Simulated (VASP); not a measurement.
# Ta2PbO3: single point with PBE

Crystal: Ta2PbO3.

```
Ta Pb O
1.0
     4.37630    0.00000    0.00000
    -2.18815    3.78998    0.00000
     0.00000    0.00000    8.70867
Ta Pb O
2 1 3
Direct
  0.33333 0.66667 0.50000
  0.66667 0.33333 0.00000
  0.33333 0.66667 0.00000
  0.33333 0.66667 0.28829
  0.33333 0.66667 0.71171
  0.66667 0.33333 0.50000
```

The cell was built from a structure type or drawn by symmetry, and may not be a known phase.

```yaml
Program: VASP 6.6.1
Task: single point
Functional: PBE
Potentials_or_basis: VASP PAW PBE potentials, release 64 (Ta_pv, Pb_d, O)
Cutoff: 520 eV
k_mesh: 5 × 5 × 2
Occupations: gaussian, width 0.2 eV
Spin: no spin polarisation
```

```yaml
Pressure: 0.6 GPa
Largest_force: 0.261 eV/Å
Band_gap_on_the_k_mesh: zero (bands 27 and 28 overlap by 0.01 eV)
```

Forces on the atoms (eV/Å):
```
Ta   0.000  0.000  0.000
Ta   0.000  0.000  0.000
Pb   0.000  0.000  0.000
O    0.000  0.000 -0.261
O    0.000  0.000  0.261
O    0.000  0.000  0.000
```

Stress tensor (GPa, compression positive):
```
0.20 0.00 0.00
0.00 0.20 0.00
0.00 0.00 1.54
```

Levels at points of the mesh, in eV from the Fermi level:
```csv
k point,band 24,band 25,band 26,band 27,band 28,band 29,band 30,band 31
"(0.00, 0.00, 0.00)",-1.76,-1.72,-1.72,-0.30,0.30,0.32,0.32,1.98
"(0.00, 0.00, 0.50)",-2.14,-1.90,-1.44,-0.14,0.26,0.36,0.36,1.36
```

It took 84 s on 1 thread of Intel(R) Xeon(R) Platinum 8488C (Sapphire Rapids) (shared host), peak memory 0.29 GiB.

Caveat: the k points lie up to 0.36 Å⁻¹ apart; spin-orbit coupling is left out, which moves the levels of the heavy elements.
